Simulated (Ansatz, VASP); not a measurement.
Two plane-wave programs on HfN

```
Hf N
1.0
     0.00000    2.25900    2.20253
     2.25900    0.00000    2.20253
     2.25900    2.25900    0.00000
Hf N
1 1
Cartesian
  0.0000 0.0000 0.0000
  2.2590 2.2590 2.2025
```

Change from the starting cell: strain +0.000 along x and y, -0.025 along z, atoms carried along.

Alike in both runs: task single point; functional PBEsol; k mesh 18 × 18 × 18; occupations gaussian, width 0.15 eV; no spin polarisation.

```csv
,VASP,Ansatz
version,VASP 6.6.1,Ansatz 0.2.0
potentials or method,"VASP PAW PBE potentials, release 64 (Hf_pv, N), cutoff 520 eV","scalar-relativistic, plane waves, PAW"
valence electrons in the cell,15,31
```

|  | VASP | Ansatz | Ansatz less VASP |
| --- | --- | --- | --- |
| gap on the k mesh at the Fermi level (eV) | none | none | - |
| pressure (GPa) | 2.5 | 4.7 | +2.18 |
| traceless stress, the component that is largest in VASP (GPa) | 9.47 | 9.51 | +0.044 |

VASP's potentials were made for PBE, not for PBEsol. A gap of «none» marks a metal or a gap that the smearing closes. VASP's potentials hold 15 valence electrons a cell and Ansatz's 31, so a difference there can come from the potentials and not from the codes.

Neither program's run includes spin-orbit coupling.
